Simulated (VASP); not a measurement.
Fe:

```
Fe
1.0
    -1.44300    1.44300    1.44300
     1.44300   -1.44300    1.44300
     1.44300    1.44300   -1.44300
Fe
1
Direct
  0.00000 0.00000 0.00000
```

Program: VASP 6.6.1. Alike in all runs: task single point; level r2SCAN; potentials or basis VASP PAW PBE potentials, release 64 (Fe); spin collinear, ferromagnetic start; cell as given; k mesh 14 × 14 × 14; cutoff (eV) 520; smearing fermi-dirac 0.05 eV.

**Question.** Order these runs on this cell by their pressure, lowest first.
A. fixed moment (μB) 1.34
B. fixed moment (μB) 1.88
C. fixed moment (μB) 2.96
D. fixed moment (μB) 2.28
E. fixed moment (μB) 3.22

**Answer.** A (-23.9 GPa), B (-19.7 GPa), D (-13.4 GPa), C (4.4 GPa), E (12.5 GPa).

Caveats: the PAW data sets were made with another functional, which shifts forces and pressure a little; the total moment is fixed, so each spin has its own Fermi level.
